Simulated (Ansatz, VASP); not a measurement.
Two plane-wave programs on Mn

```
Mn
1.0
     0.00000    1.89872    1.89872
     1.89872    0.00000    1.89872
     1.89872    1.89872    0.00000
Mn
1
Direct
  0.00000 0.00000 0.00000
```

Alike in both runs: task single point; functional PBEsol; k mesh 8 × 8 × 8; occupations gaussian, width 0.1 eV; collinear spin.

|  | VASP | Ansatz |
| --- | --- | --- |
| version | VASP 6.6.1 | Ansatz 0.2.0 |
| potentials or method | VASP PAW PBE potentials, release 64 (Mn_pv), cutoff 500 eV | scalar-relativistic, plane waves, PAW |
| valence electrons in the cell | 13 | 15 |

```csv
,VASP,Ansatz,Ansatz less VASP
gap on the k mesh at the Fermi level (eV),none,none,-
net moment per atom (μB),1.55,1.51,-0.039
size of the moment on the site where the two differ most (μB),1.53,1.50,-0.033
```

VASP's potentials were made for PBE, not for PBEsol. Site moments also hang on the region over which each program counts them. A gap of «none» marks a metal or a gap that the smearing closes. With one functional, cell and mesh, what is left measures potentials, basis and numerics. VASP's potentials hold 13 valence electrons a cell and Ansatz's 15, so a difference there can come from the potentials and not from the codes.
